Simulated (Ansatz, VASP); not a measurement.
## Tl in VASP and in Ansatz

The input INCAR:

```
ALGO = Normal ; EDIFF = 1E-6
ENCUT = 500 ; GGA = LIBXC
GGA_COMPAT = F ; ISIF = 2
ISMEAR = 1 ; ISPIN = 2
LASPH = T ; LCHARG = F
LIBXC1 = GGA_X_B88 ; LIBXC2 = GGA_C_PBE
LORBIT = 11 ; LREAL = F
LWAVE = F ; MAGMOM = 0.05 0.16
NBANDS = 24 ; NELM = 200
PREC = Accurate ; SIGMA = 0.15
```

File KPOINTS:

```
k-points
0
Gamma
  9 9 5
```

POSCAR

```
Tl
1.0
    3.4560000000      0.0000000000      0.0000000000
   -1.7280000000      2.9929837955      0.0000000000
    0.0000000000      0.0000000000      5.5250000000
Tl
2
Direct
    0.6666666667      0.3333333333      0.7500000000
    0.3333333333      0.6666666667      0.2500000000
```

The input input.yaml:

```yaml
crystal:
  lattice:
    - [3.456, 0.0, 0.0]
    - [-1.728, 2.9929837955, 0.0]
    - [0.0, 0.0, 5.525]
  atoms:
    - { symbol: Tl, position: [0.6666666667, 0.3333333333, 0.75], spin: 0.05 }
    - { symbol: Tl, position: [0.3333333333, 0.6666666667, 0.25], spin: 0.16 }
hamiltonian:
  xc: { exchange: b88, correlation: pbe }
  pseudopotentials: { kind: paw }
magnetization:
  spin_polarized: true
kpoints:
  mp_grid: { grid: [9, 9, 5] }
scf:
  occupations: { method: cold, width: 0.15 }
output:
  forces: true
  stress: true
  eigenvalues: true
```

Alike in both runs: task single point; functional b88 exchange, pbe correlation; k mesh 9 × 9 × 5; collinear spin.

```csv
,VASP,Ansatz
version,VASP 6.6.1,Ansatz 0.2.0
potentials or method,"VASP PAW PBE potentials, release 64 (Tl_d)",Ansatz PAW
plane-wave cutoff (eV),500,420
occupations,"methfessel-paxton of order 1, width 0.15 eV","cold, width 0.15 eV"
valence electrons in the cell,26,26
```

```tsv
	VASP	Ansatz	Ansatz less VASP
gap on the k mesh at the Fermi level (eV)	none	none	-
pressure (GPa)	3.2	3.2	+0.02
traceless stress, the component that is largest in VASP (GPa)	0.86	1.05	+0.193
net moment per atom (μB)	0.00	0.00	0.000
```

VASP's potentials were made for PBE, not for b88 exchange, pbe correlation. A gap of «none» marks a metal or a gap that the smearing closes.

Spin-orbit coupling is off throughout.
